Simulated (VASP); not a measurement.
# BaS in VASP: a series of runs

Runs on BaS. Level: PBE. Tasks: single point.

Everything below comes from runs of VASP 6.6.1. Logs are shortened: lines on timing, memory, paths and dates and some standing lists are left out, and cuts for length are marked.

## Step 1: The cell of the first run

Symmetry: F-43m, No. 216, cubic system. Conventional cell: a = 6.968 Å, b = 6.968 Å, c = 6.968 Å, α = 90.00°, β = 90.00°, γ = 90.00°. Ba (site symmetry -43m) has 4 S at 3.02 Å within 4.0 Å. S (site symmetry -43m) has 4 Ba at 3.02 Å within 4.0 Å.

## Step 2: Single point, PBE (strain -1.0%)

Input file INCAR:

```
ALGO     = Normal         # electronic algorithm
EDIFF    = 1E-6           # SCF threshold, eV
ENCUT    = 520            # plane-wave cutoff, eV
GGA      = PE             # functional
ISIF     = 2              # what is computed and relaxed
ISMEAR   = 0              # smearing method
LASPH    = True           # aspherical terms in the spheres
LCHARG   = True           # write CHGCAR
LELF     = True           # ELF
LREAL    = False          # projectors in reciprocal space
LVHAR    = True         
LWAVE    = False          # write WAVECAR
NBANDS   = 15             # bands
NELM     = 60             # most SCF steps
PREC     = Accurate       # precision mode
SIGMA    = 0.01           # smearing width, eV
```

Input file KPOINTS:

```
k-points
0
Gamma
  4 4 4
```

Input file POSCAR:

```
BaS
1.0
    0.0000000000      3.4842176532      3.4842176532
    3.4842176532      0.0000000000      3.4842176532
    3.4842176532      3.4842176532      0.0000000000
Ba S
1 1
Direct
    0.0000000000      0.0000000000      0.0000000000
    0.2500000000      0.2500000000      0.2500000000
```

Potentials or basis: VASP PAW PBE potentials, release 64 (Ba_sv, S).

Command:

```bash
$ cat potpaw_PBE.64/Ba_sv/POTCAR potpaw_PBE.64/S/POTCAR > POTCAR
$ mpirun -np 1 vasp_std > vasp.out
```

OUTCAR:

```text
EDIFF = 1E-6
   ENCUT = 520
   GGA = PE
   ISIF = 2
   ISMEAR = 0
   LASPH = True
   LREAL = False
   NELM = 60
   PREC = Accurate

 ion  position               nearest neighbor table
   1  0.000  0.000  0.000-   2 3.02   2 3.02   2 3.02   2 3.02
   2  0.250  0.250  0.250-   1 3.02   1 3.02   1 3.02   1 3.02

  LATTYP: Found a face centered cubic cell.
 ALAT       =     6.9684353064

  Lattice vectors:

 A1 = (   0.0000000000,   3.4842176532,   3.4842176532)
 A2 = (   3.4842176532,   0.0000000000,   3.4842176532)
 A3 = (   3.4842176532,   3.4842176532,   0.0000000000)

Analysis of symmetry for initial positions (statically):
=====================================================================
 Subroutine PRICEL returns:
 Original cell was already a primitive cell.

 Routine SETGRP: Setting up the symmetry group for a
 face centered cubic supercell.

 Subroutine GETGRP returns: Found 24 space group operations
 (whereof 24 operations were pure point group operations)
 out of a pool of 48 trial point group operations.

The static configuration has the point symmetry T_d .

Analysis of symmetry for dynamics (positions and initial velocities):
=====================================================================
 Subroutine PRICEL returns:
 Original cell was already a primitive cell.

 Routine SETGRP: Setting up the symmetry group for a
 face centered cubic supercell.

 Subroutine GETGRP returns: Found 24 space group operations
 (whereof 24 operations were pure point group operations)
 out of a pool of 48 trial point group operations.

The dynamic configuration has the point symmetry T_d .

 Subroutine INISYM returns: Found 24 space group operations
 (whereof 24 operations are pure point group operations),
 and found     1 'primitive' translations

----------------------------------------------------------------------------------------

                                     Primitive cell

  volume of cell :      84.5952

  direct lattice vectors                    reciprocal lattice vectors
     0.000000000  3.484217653  3.484217653    -0.143504238  0.143504238  0.143504238
     3.484217653  0.000000000  3.484217653     0.143504238 -0.143504238  0.143504238
     3.484217653  3.484217653  0.000000000     0.143504238  0.143504238 -0.143504238

  length of vectors
     4.927427859  4.927427859  4.927427859     0.248556632  0.248556632  0.248556632

  position of ions in fractional coordinates (direct lattice)
     0.000000000  0.000000000  0.000000000
     0.250000000  0.250000000  0.250000000

  ion indices of the primitive-cell ions
   primitive index   ion index
                 1           1
                 2           2

----------------------------------------------------------------------------------------

 KPOINTS: k-points

Automatic generation of k-mesh.
 Grid dimensions read from file:
 generate k-points for:    4    4    4

 Generating k-lattice:

  Cartesian coordinates                     Fractional coordinates (reciprocal lattice)
    -0.035876060  0.035876060  0.035876060     0.250000000  0.000000000  0.000000000
     0.035876060 -0.035876060  0.035876060     0.000000000  0.250000000  0.000000000
     0.035876060  0.035876060 -0.035876060     0.000000000  0.000000000  0.250000000

  Length of vectors
     0.062139158  0.062139158  0.062139158

  Shift w.r.t. Gamma in fractional coordinates (k-lattice)
     0.000000000  0.000000000  0.000000000

 Subroutine IBZKPT returns following result:
 ===========================================

 Found      8 irreducible k-points:

 Following reciprocal coordinates:
            Coordinates               Weight
  0.000000  0.000000  0.000000      1.000000
  0.250000  0.000000  0.000000      8.000000
  0.500000  0.000000  0.000000      4.000000
  0.250000  0.250000  0.000000      6.000000
  0.500000  0.250000  0.000000     24.000000
 -0.250000  0.250000  0.000000     12.000000
  0.500000  0.500000  0.000000      3.000000
 -0.250000  0.500000  0.250000      6.000000
   k-points           NKPTS =      8   k-points in BZ     NKDIM =      8   number of bands    NBANDS=     15
   number of dos      NEDOS =    301   number of ions     NIONS =      2
   total plane-waves  NPLWV =  64000
   dimension x,y,z NGX =    40 NGY =   40 NGZ =   40
   dimension x,y,z NGXF=    80 NGYF=   80 NGZF=   80
   ions per type =               1   1
   NGX,Y,Z   is equivalent  to a cutoff of  13.50, 13.50, 13.50 a.u.
   NGXF,Y,Z  is equivalent  to a cutoff of  26.99, 26.99, 26.99 a.u.
 SYSTEM =  unknown system
   PREC   = accura    normal or accurate (medium, high low for compatibility)
   ISTART =      0    job   : 0-new  1-cont  2-samecut
   ICHARG =      2    charge: 1-file 2-atom 10-const
   ISPIN  =      1    spin polarized calculation?
   LNONCOLLINEAR =      F non collinear calculations
   LSORBIT =      F    spin-orbit coupling
   LASPH  =      T    aspherical Exc in radial PAW
   ENCUT  =  520.0 eV  38.22 Ry    6.18 a.u.   9.16  9.16  9.16*2*pi/ulx,y,z
   NELM   =     60;   NELMIN=  2; NELMDL= -5     # of ELM steps
   EDIFF  = 0.1E-05   stopping-criterion for ELM
   LREAL  =      F    real-space projection
   EDIFFG = 0.1E-04   stopping-criterion for IOM
   NSW    =      0    number of steps for IOM
   IBRION =     -1    ionic relax: 0-MD 1-quasi-New 2-CG
   NFREE  =      0    steps in history (QN), initial steepest desc. (CG)
   ISIF   =      2    stress and relaxation
   ISYM   =      2    0-nonsym 1-usesym 2-fastsym
   POTIM  = 0.5000    time-step for ionic-motion
   TEBEG  =    0.0;   TEEND  =   0.0 temperature during run
   PSTRESS=    0.0 pullay stress
   NELECT =      16.0000    total number of electrons
   NUPDOWN=      -1.0000    fix difference up-down
   EMIN   =  10.00;   EMAX   =-10.00  energy-range for DOS
   EFERMI =   0.00;   METHOD = LEGACY
   ISMEAR =     0;   SIGMA  =   0.01  broadening in eV -4-tet -1-fermi 0-gaus
   EFERMI_NEDOS =   21; number of points for ismear=-14 and -15
   IALGO  =     38    algorithm
   IMIX   =      4    mixing-type and parameters
     AMIX     =   0.40;   BMIX     =  1.00
     AMIX_MAG =   1.60;   BMIX_MAG =  1.00
  volume/ion in A,a.u.               =      42.30       285.44
  Fermi-wavevector in a.u.,A,eV,Ry     =   0.939722  1.775818 12.015007  0.883078
  Thomas-Fermi vector in A             =   2.067063
   LORBIT       =      0    0 simple, 1 ext, 2 COOP (PROOUT), +10 PAW based schemes
   GGA     = PE    functional components
   LHFCALC =     F    Hartree Fock is set to
   AEXX    =    0.0000 exact exchange contribution
   IVDW    =     0    specifies the selected vdW correction
   LEPSILON=     F    determine dielectric tensor
   LRPA    =     F    only Hartree local field effects (RPA)
 non-spin polarized calculation
 Gauss-broadening in eV      SIGMA  =   0.01
  energy-cutoff  :      520.00
  volume of cell :       84.60
 maximum number of plane-waves:      2284
 NGX is ok and might be reduce to    40
   NGX = 19   NGY = 19   NGZ = 19

 number of electron      15.9999998 magnetization

 Free energy of the ion-electron system (eV)
  ---------------------------------------------------
  ext. energy  EPLUGINS =         0.00000000
  ---------------------------------------------------
  free energy    TOTEN  =        -9.72032395 eV

  energy without entropy =       -9.72032395  energy(sigma->0) =       -9.72032395

 E-fermi :   0.0152     XC(G=0):  -7.2885

 val. band max:       -0.0512996857   @ k =  -0.2500   0.5000   0.2500
 cond. band min:       2.7567694349   @ k =   0.0000   0.0000   0.0000
 fundamental gap:      2.8080691207
 Fermi energy:         0.0151763795

 k-point     1 :       0.0000    0.0000    0.0000
  band No.  band energies     occupation
      1     -26.0574      2.00000
      2     -11.2462      2.00000
      3     -11.2462      2.00000
      4     -11.2462      2.00000
      5     -10.0066      2.00000
      6      -0.7833      2.00000
      7      -0.7833      2.00000
      8      -0.7833      2.00000
      9       2.7568      0.00000
     10       5.0343      0.00000
     11       5.0343      0.00000
     12       7.0253      0.00000
     13       7.0253      0.00000
     14       7.0253      0.00000
     15      10.1085      0.00000

 k-point     2 :       0.2500    0.0000    0.0000
  band No.  band energies     occupation
      1     -26.0488      2.00000
      2     -11.6700      2.00000
      3     -11.2684      2.00000
      4     -11.2684      2.00000
      5      -9.5740      2.00000
      6      -0.8435      2.00000
      7      -0.6382      2.00000
      8      -0.6382      2.00000
      9       3.8602      0.00000
     10       4.8012      0.00000
     11       4.8012      0.00000
     12       6.4794      0.00000
     13       7.4496      0.00000
     14       7.4496      0.00000
     15       7.8072      0.00000

 k-point     3 :       0.5000    0.0000    0.0000
  band No.  band energies     occupation
      1     -26.0402      2.00000
      2     -11.9572      2.00000
      3     -11.2903      2.00000
      4     -11.2903      2.00000
      5      -9.2910      2.00000
      6      -0.6635      2.00000
      7      -0.5090      2.00000
      8      -0.5090      2.00000
      9       4.4371      0.00000
     10       5.2483      0.00000
     11       5.2483      0.00000
     12       5.4553      0.00000
     13       6.4118      0.00000
     14       6.4118      0.00000
     15       8.6907      0.00000
[... 55 lines left out ...]
 k-point     7 :       0.5000    0.5000    0.0000
  band No.  band energies     occupation
      1     -26.0345      2.00000
      2     -12.0496      2.00000
      3     -11.3558      2.00000
      4     -11.3558      2.00000
      5      -9.0850      2.00000
      6      -1.1907      2.00000
      7      -0.0576      2.00000
      8      -0.0576      2.00000
      9       3.4084      0.00000
     10       4.5464      0.00000
     11       6.3215      0.00000
     12       6.3215      0.00000
     13       6.3891      0.00000
     14       8.6610      0.00000
     15       8.9413      0.00000

 k-point     8 :      -0.2500    0.5000    0.2500
  band No.  band energies     occupation
      1     -26.0345      2.00000
      2     -12.0161      2.00000
      3     -11.4078      2.00000
      4     -11.3583      2.00000
      5      -9.0616      2.00000
      6      -0.6845      2.00000
      7      -0.5984      2.00000
      8      -0.0513      2.00000
      9       3.3599      0.00000
     10       4.2650      0.00000
     11       5.9331      0.00000
     12       6.4059      0.00000
     13       7.5031      0.00000
     14       8.6436      0.00000
     15       8.8031      0.00000

------------------------ aborting loop because EDIFF is reached ----------------------------------------

  FORCE on cell =-STRESS in cart. coord.  units (eV):
  Direction    XX          YY          ZZ          XY          YZ          ZX
  --------------------------------------------------------------------------------------
  -------------------------------------------------------------------------------------
  Total        0.6842019      0.6842019      0.6842019      0.0000000     -0.0000000     -0.0000000
  in kB       12.9583293     12.9583293     12.9583293      0.0000000     -0.0000000     -0.0000000
  external PRESSURE =      12.9583293 kB  Pullay stress =       0.0000000 kB

 VOLUME and BASIS-vectors are now :
 -----------------------------------------------------------------------------
  energy-cutoff  :      520.00
  volume of cell :       84.60
      direct lattice vectors                 reciprocal lattice vectors
     0.000000000  3.484217653  3.484217653    -0.143504238  0.143504238  0.143504238
     3.484217653  0.000000000  3.484217653     0.143504238 -0.143504238  0.143504238
     3.484217653  3.484217653  0.000000000     0.143504238  0.143504238 -0.143504238

 POSITION                                       TOTAL-FORCE (eV/Angst)
 -----------------------------------------------------------------------------------
      0.00000      0.00000      0.00000        -0.000000     -0.000000      0.000000
      1.74211      1.74211      1.74211         0.000000      0.000000     -0.000000
 -----------------------------------------------------------------------------------
    total drift:                                0.000000      0.000000      0.000000

  FREE ENERGIE OF THE ION-ELECTRON SYSTEM (eV)
  ---------------------------------------------------
  free  energy   TOTEN  =        -9.7203239527 eV

  energy  without entropy=       -9.7203239527  energy(sigma->0) =       -9.72032395
```

Wall time 16 s (1 thread of Intel Xeon Platinum 8488C (Sapphire Rapids), shared host); peak memory 0.23 GiB.

What came out:

```yaml
Free_energy: -9.7203 eV
Pressure: 1.3 GPa
Band_gap_on_the_k_mesh: 2.81 eV (least direct gap 3.41 eV)
```

Caveat: the cell differs from its parent crystal (strain -1.0%); spin-orbit coupling is left out, which moves the levels of the heavy elements. A k mesh can miss the band edges.

## Step 3: Single point, PBE (uniaxial z strain -0.5%)

Input file INCAR:

```
SYSTEM = BaS
PREC = Accurate ; ENCUT = 520
EDIFF = 1E-6 ; ISMEAR = 0
SIGMA = 0.01 ; LREAL = .FALSE.
LASPH = .TRUE. ; NELM = 60
ALGO = Normal ; ISIF = 2
LWAVE = .FALSE. ; LCHARG = .FALSE.
GGA = PE ; NBANDS = 15
```

Input file KPOINTS:

```
regular mesh
0
G
  4 4 4
  0 0 0
```

Input file POSCAR:

```
BaS
1.0
    0.0000000000      3.5194117709      3.5018147120
    3.5194117709      0.0000000000      3.5018147120
    3.5194117709      3.5194117709      0.0000000000
Ba S
1 1
Direct
    0.0000000000      0.0000000000      0.0000000000
    0.2500000000      0.2500000000      0.2500000000
```

Potentials or basis: VASP PAW PBE potentials, release 64 (Ba_sv, S).

Command:

```bash
$ cat potpaw_PBE.64/Ba_sv/POTCAR potpaw_PBE.64/S/POTCAR > POTCAR
$ mpirun -np 1 vasp_std > vasp.out
```

Run time: 19 s. Hardware: 1 thread of Intel Xeon Platinum 8488C (Sapphire Rapids), shared host; peak memory 0.23 GiB.

The run converged. Its results:

```yaml
Free_energy: -9.7327 eV
Pressure: 0.5 GPa
Band_gap_on_the_k_mesh: 2.77 eV (least direct gap 3.40 eV)
```

Levels at points of the mesh, in eV from the valence-band top:
```csv
k point,band 6,band 7,band 8,band 9,band 10,band 11
"(0.00, 0.00, 0.00)",-0.69,-0.69,-0.69,2.77,5.03,5.07
"(0.50, 0.00, 0.00)",-0.60,-0.43,-0.43,4.45,5.24,5.25
"(0.50, 0.50, 0.00)",-1.09,-0.01,-0.01,3.46,4.56,6.30
"(0.50, 0.00, 0.50)",-1.09,-0.01,-0.01,3.44,4.56,6.29
```

Caveat: the cell differs from its parent crystal (uniaxial z strain -0.5%); spin-orbit coupling is left out, which moves the levels of the heavy elements.

## Step 4: Single point, PBE (epitaxial 111 strain -0.5%)

Input file INCAR:

```
PREC     = Accurate       # precision mode
ENCUT    = 520            # plane-wave cutoff, eV
EDIFF    = 1E-6           # SCF threshold, eV
ISMEAR   = 0              # smearing method
SIGMA    = 0.01           # smearing width, eV
LREAL    = False          # projectors in reciprocal space
LASPH    = True           # aspherical terms in the spheres
NELM     = 100            # most SCF steps
ALGO     = Normal         # electronic algorithm
ISIF     = 2              # what is computed and relaxed
LWAVE    = False          # write WAVECAR
LCHARG   = False          # write CHGCAR
GGA      = PE             # functional
NBANDS   = 15             # bands
```

Input file KPOINTS:

```
Automatic mesh
0
Gamma
  4 4 4
```

Input file POSCAR:

```
BaS
1.0
    0.0271846968      3.5289994088      3.5289994088
    3.5289994088      0.0271846968      3.5289994088
    3.5289994088      3.5289994088      0.0271846968
Ba S
1 1
Direct
    0.0007805743      0.0007805743      0.0007805743
    0.2492194257      0.2492194257      0.2492194257
```

Command:

```bash
$ cat potpaw_PBE.64/Ba_sv/POTCAR potpaw_PBE.64/S/POTCAR > POTCAR
$ mpirun -np 1 vasp_std > vasp.out
```

Run time: 20 s. Hardware: 1 thread of Intel Xeon Platinum 8488C (Sapphire Rapids), shared host; peak memory 0.23 GiB.

The run converged. Its results:

```
Free energy            : -9.7328 eV
Pressure               : 0.5 GPa
Band gap on the k mesh : 2.77 eV (least direct gap 3.41 eV)
```

Stress tensor (GPa, compression positive):
```
 0.47 -0.06 -0.06
-0.06  0.47 -0.06
-0.06 -0.06  0.47
```

Levels at points of the mesh, in eV from the valence-band top:
```
           k point  band 5  band 6  band 7  band 8  band 9  band 10  band 11  band 12
(0.00, 0.00, 0.00)   -9.91   -0.70   -0.67   -0.67    2.77     5.05     5.05     6.97
(0.50, 0.00, 0.00)   -9.28   -0.59   -0.43   -0.43    4.45     5.19     5.31     5.45
(0.50, 0.50, 0.00)   -9.09   -1.08   -0.01    0.00    3.45     4.56     6.29     6.29
(0.50, 0.50, 0.50)   -9.26   -0.62   -0.41   -0.41    4.43     5.24     5.24     5.44
```

Caveat: the cell differs from its parent crystal (epitaxial 111 strain -0.5%); spin-orbit coupling is left out, which moves the levels of the heavy elements.

## Step 5: Single point, PBE (strain -1.0%)

Input file INCAR:

```
  ALGO = Normal
  EDIFF = 1E-6
  ENCUT = 520
  GGA = PE
  ISIF = 2
  ISMEAR = -1
  LASPH = T
  LCHARG = F
  LREAL = F
  LWAVE = F
  NBANDS = 15
  NELM = 80
  PREC = Accurate
  SIGMA = 0.02
```

Input file KPOINTS:

```
k-points
0
Gamma
  6 6 6
```

Input file POSCAR:

```
BaS
1.0
    0.0000000000      3.4842176532      3.4842176532
    3.4842176532      0.0000000000      3.4842176532
    3.4842176532      3.4842176532      0.0000000000
Ba S
1 1
Direct
    0.0000000000      0.0000000000      0.0000000000
    0.2500000000      0.2500000000      0.2500000000
```

Command:

```bash
$ cat potpaw_PBE.64/Ba_sv/POTCAR potpaw_PBE.64/S/POTCAR > POTCAR
$ mpirun -np 1 vasp_std > vasp.out
```

Wall time 23 s (1 thread of Intel Xeon Platinum 8488C (Sapphire Rapids), shared host); peak memory 0.23 GiB.

The run converged. Its results:

- Free energy: -9.7200 eV
- Pressure: 1.3 GPa
- Band gap on the k mesh: 2.81 eV (least direct gap 3.42 eV)

Levels at points of the mesh, in eV from the valence-band top:
```csv
k point,band 5,band 6,band 7,band 8,band 9,band 10,band 11,band 12
"(0.00, 0.00, 0.00)",-9.95,-0.73,-0.73,-0.73,2.81,5.09,5.09,7.08
"(0.50, 0.00, 0.00)",-9.24,-0.61,-0.46,-0.46,4.49,5.30,5.30,5.51
"(0.50, 0.50, 0.00)",-9.03,-1.14,0.00,0.00,3.46,4.60,6.37,6.37
```

Caveat: the cell differs from its parent crystal (strain -1.0%); spin-orbit coupling is left out, which moves the levels of the heavy elements. A k mesh can miss the band edges.

## Step 6: Overview

```tsv
cell	k mesh	smearing	gap on the mesh (eV)	pressure (GPa)
a = 4.927 Å, angles 60.0°, 2 atoms, atomic positions A	4 × 4 × 4	gaussian 0.01 eV	2.81	1.3
a = 4.965, b = 4.965, c = 4.977 Å, angles 59.9, 59.9, 60.2°, 2 atoms, atomic positions A	4 × 4 × 4	gaussian 0.01 eV	2.77	0.5
a = 4.991 Å, angles 59.5°, 2 atoms, atomic positions B	4 × 4 × 4	gaussian 0.01 eV	2.77	0.5
a = 4.927 Å, angles 60.0°, 2 atoms, atomic positions A	6 × 6 × 6	fermi-dirac 0.02 eV	2.81	1.3
```

Alike in all rows: task single point; level PBE; potentials or basis VASP PAW PBE potentials, release 64 (Ba_sv, S); no spin polarisation; cutoff (eV) 520.

Caveats: spin-orbit coupling is left out, which moves the levels of the heavy elements.

Total energies depend on the potentials used, so only differences within one code and one set of settings carry meaning.
